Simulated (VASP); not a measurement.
The system is CoSn3.

```
CELL_PARAMETERS angstrom
4.39766 0.00000 0.00000
0.00000 4.39766 0.00000
0.00000 0.00000 4.39766
ATOMIC_POSITIONS crystal
Sn 0.00000 0.50000 0.50000
Sn 0.50000 0.00000 0.50000
Sn 0.50000 0.50000 0.00000
Co 0.00000 0.00000 0.00000
```

Base run:

```yaml
Program: VASP 6.6.1
Functional: PBEsol
Potentials_or_basis: VASP PAW PBE potentials, release 64 (Sn_d, Co)
Cutoff: 520 eV
k_mesh: 10 × 10 × 10
Occupations: gaussian, width 0.1 eV
Spin: no spin polarisation
```

Its results: pressure -1.3 GPa.

**Question.** The run is repeated on the same cell with these changes: spin from no spin polarisation to collinear spin, ferromagnetic start; further incar settings from ALGO = Fast; EDIFF = 1e-06; NBANDS = 34 to ALGO = Normal; EDIFF = 1e-06; NBANDS = 38. What comes out?

**Answer.** Pressure -0.1 GPa; net moment 1.25 μB per cell; site moments Sn -0.00; Co +1.29 μB.

Caveats: the PAW data sets were made with another functional, which shifts forces and pressure a little.
